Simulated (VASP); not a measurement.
MgH2, 6 atoms in the cell. Symmetry: P4_2/mnm, No. 136, tetragonal system. Conventional cell: a = 4.518 Å, b = 4.518 Å, c = 3.012 Å, α = 90.00°, β = 90.00°, γ = 90.00°. Mg (site symmetry mmm) has 6 H at 1.95 to 1.96 Å within 2.6 Å. H (site symmetry m2m) has 3 Mg at 1.95 to 1.96 Å and 1 H at 2.50 Å within 2.6 Å. 

| Quantity | Value |
| --- | --- |
| Program | VASP 6.6.1 |
| Task | relaxation of cell and atoms |
| Functional | LDA |
| Potentials or basis | VASP PAW LDA potentials, release 64 (Mg, H) |
| Cutoff | 600 eV |
| k mesh | 6 × 6 × 8 |
| Occupations | fermi-dirac, width 0.02 eV |
| Spin | no spin polarisation |
| Dipole correction | no |
| Further INCAR settings | ALGO = Normal; EDIFF = 1e-06; IBRION = 2; EDIFFG = -0.005; NSW = 80; ISIF = 3 |

Potentials or basis: VASP PAW LDA potentials, release 64 (Mg, H).

The run is started by

```console
$ cat potpaw_LDA.64/Mg/POTCAR potpaw_LDA.64/H/POTCAR > POTCAR
$ mpirun -np 1 vasp_std > vasp.out
```

Hardware: 1 thread of AMD EPYC 7R13 Processor (Zen 3), on a shared host.

Problem. Estimate the wall time of this run.

Solution. Run time: 110 s on 1 thread of AMD EPYC 7R13 Processor (Zen 3), on a shared host, peak memory 0.15 GiB. Counts: scf iterations 39, k points 50, ion steps 8.
